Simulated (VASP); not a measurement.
**KI: single point with r2SCAN**

The system is KI.

```
K I
1.0
     4.30792   -0.03537   -0.03537
    -0.03537    4.30792   -0.03537
    -0.03537   -0.03537    4.30792
K I
1 1
Direct
  0.00000 0.00000 0.00000
  0.50000 0.50000 0.50000
```

This cell differs from its parent crystal: epitaxial 111 strain +1.2%.

* Program: VASP 6.6.1
* Task: single point
* Functional: r2SCAN
* Potentials or basis: VASP PAW PBE potentials, release 64 (K_sv, I)
* Cutoff: 520 eV
* k mesh: 6 × 6 × 6
* Occupations: gaussian, width 0.01 eV
* Spin: no spin polarisation
* Dipole correction: no
* Further INCAR settings: ALGO = Normal; EDIFF = 1e-06; NBANDS = 15

```json
{
  "Pressure": "-0.1 GPa",
  "Band gap on the k mesh": "4.01 eV (least direct gap 4.36 eV)"
}
```

Stress tensor (GPa, compression positive):
```
-0.14  0.07  0.07
 0.07 -0.14  0.07
 0.07  0.07 -0.14
```

Levels at points of the mesh, in eV from the valence-band top:
```csv
k point,band 6,band 7,band 8,band 9,band 10,band 11
"(0.00, 0.00, 0.00)",-0.39,-0.35,-0.35,4.01,5.28,5.28
"(0.50, 0.00, 0.00)",-2.26,-0.31,-0.25,6.11,6.74,7.64
"(0.50, 0.50, 0.00)",-1.73,-1.70,0.00,4.46,6.36,7.42
"(0.50, 0.50, 0.50)",-1.66,-1.66,-1.64,6.07,6.07,6.26
```

It took 2.3 min on 1 thread of AMD EPYC 7R43 64-Core Processor (Zen 3), with other jobs on the host, peak memory 0.17 GiB.

Caveat: the cell differs from its parent crystal (epitaxial 111 strain +1.2%); the structure was generated, so it needn't be the stable form of KI; the PAW data sets were made with another functional, which shifts forces and pressure a little; spin-orbit coupling is left out, which moves the levels of the heavy elements. A k mesh can miss the band edges.
